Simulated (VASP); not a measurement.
# AlGa3N4 (Cmm2) in VASP: a series of runs

Runs on AlGa3N4. Level: r2SCAN. Tasks: single point.

Program: VASP 6.6.1. These are calculated values, not measurements. Logs are shortened: lines on timing, memory, paths and dates and some standing lists are left out, and cuts for length are marked.

### Step 1. The cell of the first run

Symmetry: Cmm2, No. 35, orthorhombic system. The conventional cell has a = 6.315 Å, b = 6.315 Å, c = 9.181 Å, α = 90.00°, β = 90.00°, γ = 90.00°. Al (site symmetry mm2) has 4 N at 1.89 Å within 2.5 Å. Al (site symmetry mm2) has 4 N at 1.89 Å within 2.5 Å. Within 2.6 Å of Ga (site symmetry 2) lie 4 N at 1.95 to 2.10 Å. Within 2.6 Å of Ga (site symmetry 2) lie 4 N at 1.95 Å. Ga (site symmetry mm2) has 4 N at 1.95 Å within 2.6 Å. Within 2.6 Å of Ga (site symmetry mm2) lie 4 N at 1.95 Å. Within 2.5 Å of N (site symmetry m) lie 1 Al at 1.89 Å and 3 Ga at 1.95 Å. Within 2.5 Å of N (site symmetry m) lie 1 Al at 1.89 Å and 3 Ga at 1.95 Å.

### Step 2. Single point, r2SCAN (the distance across one plane changed)

Contents of POSCAR:

```
AlGa3N4
1.0
    0.0000000000     -4.4653444451      0.0000000000
    0.0000000000      0.0000000000     -4.4653444451
    9.1806888901      0.0000000000      0.0000000000
Al Ga N
2 6 8
Direct
    0.0000000000      0.0000000000      0.7916879921
    0.0000000000      0.0000000000      0.3053035281
    0.5000000000      0.0000000000      0.0621112961
    0.5000000000      0.0000000000      0.5484957601
    0.0000000000      0.5000000000      0.0621112961
    0.0000000000      0.5000000000      0.5484957601
    0.5000000000      0.5000000000      0.7916879921
    0.5000000000      0.5000000000      0.3053035281
    0.2446489449      0.7553510551      0.1863100821
    0.2446489449      0.7553510551      0.6726945461
    0.7553510551      0.2446489449      0.1863100821
    0.7553510551      0.2446489449      0.6726945461
    0.2446489449      0.2446489449      0.9106814381
    0.2446489449      0.2446489449      0.4242969740
    0.7553510551      0.7553510551      0.9106814381
    0.7553510551      0.7553510551      0.4242969740
```

Contents of INCAR.step1:

```
SYSTEM = AlGa3N4
PREC = Accurate
ENCUT = 520
ISMEAR = 0
SIGMA = 0.05
LREAL = Auto
LASPH = .TRUE.
NELM = 60
NBANDS = 76
GGA = PE
ALGO = Normal
EDIFF = 1E-4
LWAVE = .TRUE.
LCHARG = .FALSE.
```

Contents of INCAR.step2:

```
SYSTEM = AlGa3N4
PREC = Accurate
ENCUT = 520
EDIFF = 1E-6
ISMEAR = 0
SIGMA = 0.05
LREAL = Auto
LASPH = .TRUE.
NELM = 60
ALGO = Normal
ISIF = 2
LWAVE = .FALSE.
LCHARG = .FALSE.
METAGGA = R2SCAN
LMIXTAU = .TRUE.
NBANDS = 76
ISTART = 1
```

Contents of KPOINTS:

```
Automatic mesh
0
G
  5 5 3
  0 0 0
```

Potentials or basis: VASP PAW PBE potentials, release 64 (Al, Ga_d, N).

Command:

```sh
> cat potpaw_PBE.64/Al/POTCAR potpaw_PBE.64/Ga_d/POTCAR potpaw_PBE.64/N/POTCAR > POTCAR
> cp INCAR.step1 INCAR
> mpirun -np 1 vasp_std > vasp.out
> cp INCAR.step2 INCAR
> mpirun -np 1 vasp_std > vasp.out
```

OUTCAR:

```text
SYSTEM = AlGa3N4
   PREC = Accurate
   ENCUT = 520
   EDIFF = 1E-6
   ISMEAR = 0
   LREAL = Auto
   LASPH = .TRUE.
   NELM = 60
   ISIF = 2
   METAGGA = R2SCAN
   ISTART = 1

 ion  position               nearest neighbor table
   1  0.000  0.000  0.792-  13 1.89  15 1.89  10 1.89  12 1.89
   2  0.000  0.000  0.305-  14 1.89  16 1.89   9 1.89  11 1.89
   3  0.500  0.000  0.062-   9 1.95  11 1.95  13 2.10  15 2.10
   4  0.500  0.000  0.548-  10 1.95  12 1.95  14 1.95  16 1.95
   5  0.000  0.500  0.062-   9 1.95  11 1.95  13 2.10  15 2.10
   6  0.000  0.500  0.548-  10 1.95  12 1.95  14 1.95  16 1.95
[... 8 lines left out ...]
  15  0.755  0.755  0.911-   1 1.89   7 1.95   5 2.10   3 2.10
  16  0.755  0.755  0.424-   2 1.89   8 1.95   6 1.95   4 1.95

  LATTYP: Found a simple tetragonal cell.
 ALAT       =     4.4653444451
 C/A-ratio  =     2.0559867224

  Lattice vectors:

 A1 = (   0.0000000000,  -4.4653444451,   0.0000000000)
 A2 = (   0.0000000000,   0.0000000000,  -4.4653444451)
 A3 = (   9.1806888901,   0.0000000000,   0.0000000000)

Analysis of symmetry for initial positions (statically):
=====================================================================
 Subroutine PRICEL returns:
 Original cell was already a primitive cell.

 Routine SETGRP: Setting up the symmetry group for a
 simple tetragonal supercell.

 Subroutine GETGRP returns: Found  4 space group operations
 (whereof  4 operations were pure point group operations)
 out of a pool of 16 trial point group operations.

The static configuration has the point symmetry C_2v.

Analysis of symmetry for dynamics (positions and initial velocities):
=====================================================================
 Subroutine PRICEL returns:
 Original cell was already a primitive cell.

 Routine SETGRP: Setting up the symmetry group for a
 simple tetragonal supercell.

 Subroutine GETGRP returns: Found  4 space group operations
 (whereof  4 operations were pure point group operations)
 out of a pool of 16 trial point group operations.

The dynamic configuration has the point symmetry C_2v.

 Subroutine INISYM returns: Found  4 space group operations
 (whereof  4 operations are pure point group operations),
 and found     1 'primitive' translations

----------------------------------------------------------------------------------------

[... 117 lines left out ...]
   IBRION =     -1    ionic relax: 0-MD 1-quasi-New 2-CG
   NFREE  =      0    steps in history (QN), initial steepest desc. (CG)
   ISIF   =      2    stress and relaxation
   ISYM   =      2    0-nonsym 1-usesym 2-fastsym
   POTIM  = 0.5000    time-step for ionic-motion
   TEBEG  =    0.0;   TEEND  =   0.0 temperature during run
   PSTRESS=    0.0 pullay stress
   NELECT =     124.0000    total number of electrons
   NUPDOWN=      -1.0000    fix difference up-down
   EMIN   =  10.00;   EMAX   =-10.00  energy-range for DOS
   EFERMI =   0.00;   METHOD = LEGACY
   ISMEAR =     0;   SIGMA  =   0.05  broadening in eV -4-tet -1-fermi 0-gaus
   EFERMI_NEDOS =   21; number of points for ismear=-14 and -15
   IALGO  =     38    algorithm
   IMIX   =      4    mixing-type and parameters
     AMIX     =   0.40;   BMIX     =  1.00
     AMIX_MAG =   1.60;   BMIX_MAG =  1.00
  volume/ion in A,a.u.               =      11.44        77.21
  Fermi-wavevector in a.u.,A,eV,Ry     =   1.437762  2.716976 28.125412  2.067159
  Thomas-Fermi vector in A             =   2.556804
   LORBIT       =      0    0 simple, 1 ext, 2 COOP (PROOUT), +10 PAW based schemes
   METAGGA = R2SCAN    functional components
   LHFCALC =     F    Hartree Fock is set to
   AEXX    =    0.0000 exact exchange contribution
   IVDW    =     0    specifies the selected vdW correction
   LEPSILON=     F    determine dielectric tensor
   LRPA    =     F    only Hartree local field effects (RPA)
 non-spin polarized calculation
 Gauss-broadening in eV      SIGMA  =   0.05
  energy-cutoff  :      520.00
  volume of cell :      183.06
 maximum number of plane-waves:      4962
 NGX is ok and might be reduce to    36
   NGX = 17   NGY = 17   NGZ = 35

 number of electron     123.9999954 magnetization

 Free energy of the ion-electron system (eV)
  ---------------------------------------------------
  ext. energy  EPLUGINS =         0.00000000
  ---------------------------------------------------
  free energy    TOTEN  =      -169.01228609 eV

  energy without entropy =     -169.01228609  energy(sigma->0) =     -169.01228609

 E-fermi :   5.4668     XC(G=0): -12.2291

 val. band max:        5.2537516175   @ k =   0.2000   0.2000   0.0000
 cond. band min:       7.4098887139   @ k =   0.0000   0.0000   0.0000
 fundamental gap:      2.1561370964
 Fermi energy:         5.4668183523

 k-point     1 :       0.0000    0.0000    0.0000
  band No.  band energies     occupation
      1     -11.6090      2.00000
      2     -10.8868      2.00000
      3     -10.5537      2.00000
      4     -10.5371      2.00000
      5     -10.3225      2.00000
      6     -10.0767      2.00000
[... 1375 lines left out ...]
     73      13.1790      0.00000
     74      13.5231      0.00000
 [bands above 74 left out]

------------------------ aborting loop because EDIFF is reached ----------------------------------------

  FORCE on cell =-STRESS in cart. coord.  units (eV):
  Direction    XX          YY          ZZ          XY          YZ          ZX
  --------------------------------------------------------------------------------------
  -------------------------------------------------------------------------------------
  Total       -8.4252008     -2.0962998     -2.0962998      0.0000000      1.0350228      0.0000000
  in kB      -73.7404264    -18.3475796    -18.3475796      0.0000000      9.0588968      0.0000000
  external PRESSURE =     -36.8118618 kB  Pullay stress =       0.0000000 kB

 VOLUME and BASIS-vectors are now :
 -----------------------------------------------------------------------------
  energy-cutoff  :      520.00
  volume of cell :      183.06
      direct lattice vectors                 reciprocal lattice vectors
     0.000000000 -4.465344445  0.000000000     0.000000000 -0.223946890  0.000000000
     0.000000000  0.000000000 -4.465344445     0.000000000  0.000000000 -0.223946890
     9.180688890  0.000000000  0.000000000     0.108924288  0.000000000  0.000000000

 POSITION                                       TOTAL-FORCE (eV/Angst)
 -----------------------------------------------------------------------------------
      7.26824      0.00000      0.00000         0.818448     -0.000000     -0.000000
      2.80290      0.00000      0.00000         0.286897     -0.000000     -0.000000
      0.57022     -2.23267      0.00000        -2.626742     -0.000000     -0.000000
      5.03557     -2.23267      0.00000         0.326722     -0.000000     -0.000000
      0.57022      0.00000     -2.23267        -2.626742     -0.000000     -0.000000
      5.03557      0.00000     -2.23267         0.326722     -0.000000     -0.000000
[... 8 lines left out ...]
      8.36068     -3.37290     -3.37290         2.148467     -0.017727     -0.017727
      3.89534     -3.37290     -3.37290        -0.383596     -0.039716     -0.039716
 -----------------------------------------------------------------------------------
    total drift:                                0.082162     -0.000000     -0.000000

  FREE ENERGIE OF THE ION-ELECTRON SYSTEM (eV)
  ---------------------------------------------------
  free  energy   TOTEN  =      -169.0122860898 eV

  energy  without entropy=     -169.0122860898  energy(sigma->0) =     -169.01228609
```

OSZICAR.step1:

```text
N       E                     dE             d eps       ncg     rms          rms(c)
DAV:   1     0.167432084983E+04    0.16743E+04   -0.52092E+04  3032   0.278E+03
DAV:   2     0.317375410811E+03   -0.13569E+04   -0.12843E+04  2752   0.799E+02
DAV:   3    -0.755526061827E+02   -0.39293E+03   -0.37307E+03  3416   0.264E+02
DAV:   4    -0.116028429168E+03   -0.40476E+02   -0.39748E+02  3268   0.894E+01
DAV:   5    -0.119041867282E+03   -0.30134E+01   -0.30014E+01  4040   0.255E+01    0.224E+01
DAV:   6    -0.101280315280E+03    0.17762E+02   -0.62130E+01  4968   0.658E+01    0.657E+00
DAV:   7    -0.102041263954E+03   -0.76095E+00   -0.99716E+00  3160   0.149E+01    0.557E+00
DAV:   8    -0.101982412420E+03    0.58852E-01   -0.11622E+00  4152   0.177E+01    0.166E+00
DAV:   9    -0.101952954445E+03    0.29458E-01   -0.22543E-01  4200   0.767E+00    0.772E-01
DAV:  10    -0.101953409764E+03   -0.45532E-03   -0.73074E-02  3704   0.190E+00    0.363E-01
DAV:  11    -0.101953685461E+03   -0.27570E-03   -0.11126E-02  4160   0.175E+00    0.117E-01
DAV:  12    -0.101954228526E+03   -0.54307E-03   -0.47268E-03  3864   0.556E-01    0.635E-02
DAV:  13    -0.101954327058E+03   -0.98532E-04   -0.13916E-03  3136   0.296E-01    0.458E-02
DAV:  14    -0.101954335563E+03   -0.85056E-05   -0.10097E-04  1824   0.190E-01
   1 F= -.10195434E+03 E0= -.10195434E+03  d E =-.569718E-12
```

Wall time 11 min (1 thread of Intel Xeon 6975P-C (Granite Rapids), shared host); peak memory 0.39 GiB.

Results:

- Free energy: -169.0123 eV
- Pressure: -3.7 GPa
- Largest force: 2.627 eV/Å
- Band gap on the k mesh: 2.16 eV

Forces in eV/Å, atoms in the order of the input:
```
Al   0.818  0.000  0.000
Al   0.287  0.000  0.000
Ga  -2.627  0.000  0.000
Ga   0.327  0.000  0.000
Ga  -2.627  0.000  0.000
Ga   0.327  0.000  0.000
Ga   0.856  0.000  0.000
Ga   0.352  0.000  0.000
N   -0.307  0.070 -0.070
N   -0.315  0.048 -0.048
N   -0.307 -0.070  0.070
N   -0.315 -0.048  0.048
N    2.148  0.018  0.018
N   -0.384  0.040  0.040
N    2.148 -0.018 -0.018
N   -0.384 -0.040 -0.040
```

Levels at points of the mesh, in eV from the valence-band top:
| k point | band 60 | band 61 | band 62 | band 63 | band 64 | band 65 |
| --- | --- | --- | --- | --- | --- | --- |
| (0.00, 0.00, 0.00) | -0.48 | -0.31 | -0.01 | 2.16 | 3.07 | 3.67 |

Caveat: the cell differs from its parent crystal (the distance across one plane changed); the stress differs along the axes, from -7 to -2 GPa; the PAW data sets were made with another functional, which shifts forces and pressure a little.

### Step 3. Single point, r2SCAN (the distance across one plane changed)

Contents of POSCAR:

```
AlGa3N4
1.0
    0.0000000000     -4.4653444451      0.0000000000
    0.0000000000      0.0000000000     -4.4653444451
    9.4306888901      0.0000000000      0.0000000000
Al Ga N
2 6 8
Direct
    0.0000000000      0.0000000000      0.7707009783
    0.0000000000      0.0000000000      0.2972101764
    0.5000000000      0.0000000000      0.0604647754
    0.5000000000      0.0000000000      0.5339555773
    0.0000000000      0.5000000000      0.0604647754
    0.0000000000      0.5000000000      0.5339555773
    0.5000000000      0.5000000000      0.7707009783
    0.5000000000      0.5000000000      0.2972101764
    0.2446489449      0.7553510551      0.1813711512
    0.2446489449      0.7553510551      0.6548619531
    0.7553510551      0.2446489449      0.1813711512
    0.7553510551      0.2446489449      0.6548619531
    0.2446489449      0.2446489449      0.8865400034
    0.2446489449      0.2446489449      0.4130492015
    0.7553510551      0.7553510551      0.8865400034
    0.7553510551      0.7553510551      0.4130492015
```

Contents of INCAR.step1:

```
ALGO     = Normal         # electronic algorithm
EDIFF    = 1E-4           # SCF threshold, eV
ENCUT    = 520            # plane-wave cutoff, eV
GGA      = PE             # functional
ISMEAR   = 0              # smearing method
LASPH    = True           # aspherical terms in the spheres
LCHARG   = False          # write CHGCAR
LREAL    = Auto         
LWAVE    = True           # write WAVECAR
NBANDS   = 76             # bands
NELM     = 60             # most SCF steps
PREC     = Accurate       # precision mode
SIGMA    = 0.05           # smearing width, eV
```

Contents of INCAR.step2:

```
ALGO     = Normal         # electronic algorithm
EDIFF    = 1E-7           # SCF threshold, eV
ENCUT    = 520            # plane-wave cutoff, eV
ISIF     = 2              # what is computed and relaxed
ISMEAR   = 0              # smearing method
ISTART   = 1            
LASPH    = True           # aspherical terms in the spheres
LCHARG   = False          # write CHGCAR
LMIXTAU  = True         
LREAL    = Auto         
LWAVE    = False          # write WAVECAR
METAGGA  = R2SCAN         # meta-GGA
NBANDS   = 76             # bands
NELM     = 60             # most SCF steps
PREC     = Accurate       # precision mode
SIGMA    = 0.05           # smearing width, eV
```

Contents of KPOINTS:

```
k-points
0
Gamma
  5 5 3
```

Potentials or basis: VASP PAW PBE potentials, release 64 (Al, Ga_d, N).

Command:

```sh
> cat potpaw_PBE.64/Al/POTCAR potpaw_PBE.64/Ga_d/POTCAR potpaw_PBE.64/N/POTCAR > POTCAR
> cp INCAR.step1 INCAR
> mpirun -np 1 vasp_std > vasp.out
> cp INCAR.step2 INCAR
> mpirun -np 1 vasp_std > vasp.out
```

Wall time 13 min (1 thread of Intel Xeon 6975P-C (Granite Rapids), shared host); peak memory 0.4 GiB.

The run converged. Its results:

```yaml
Free_energy: -167.1933 eV
Pressure: -5.7 GPa
Largest_force: 4.089 eV/Å
Band_gap_on_the_k_mesh: 0.84 eV (least direct gap 1.06 eV)
```

Forces in eV/Å, atoms in the order of the input:
```
Al   1.606  0.000  0.000
Al   0.570  0.000  0.000
Ga  -4.089  0.000  0.000
Ga   0.568  0.000  0.000
Ga  -4.089  0.000  0.000
Ga   0.568  0.000  0.000
Ga   1.640  0.000  0.000
Ga   0.620  0.000  0.000
N   -0.526  0.089 -0.089
N   -0.629  0.053 -0.053
N   -0.526 -0.089  0.089
N   -0.629 -0.053  0.053
N    3.118  0.003  0.003
N   -0.659  0.034  0.034
N    3.118 -0.003 -0.003
N   -0.659 -0.034 -0.034
```

Stress tensor (GPa, compression positive):
```
-13.55   0.00   0.00
  0.00  -1.76   0.34
  0.00   0.34  -1.76
```

Levels at points of the mesh, in eV from the valence-band top:
| k point | band 59 | band 60 | band 61 | band 62 | band 63 | band 64 | band 65 | band 66 |
| --- | --- | --- | --- | --- | --- | --- | --- | --- |
| (0.00, 0.00, 0.00) | -1.95 | -1.46 | -0.96 | -0.22 | 0.84 | 1.56 | 2.75 | 3.03 |

Caveat: the cell differs from its parent crystal (the distance across one plane changed); the stress differs along the axes, from -14 to -2 GPa; the PAW data sets were made with another functional, which shifts forces and pressure a little. A k mesh can miss the band edges.
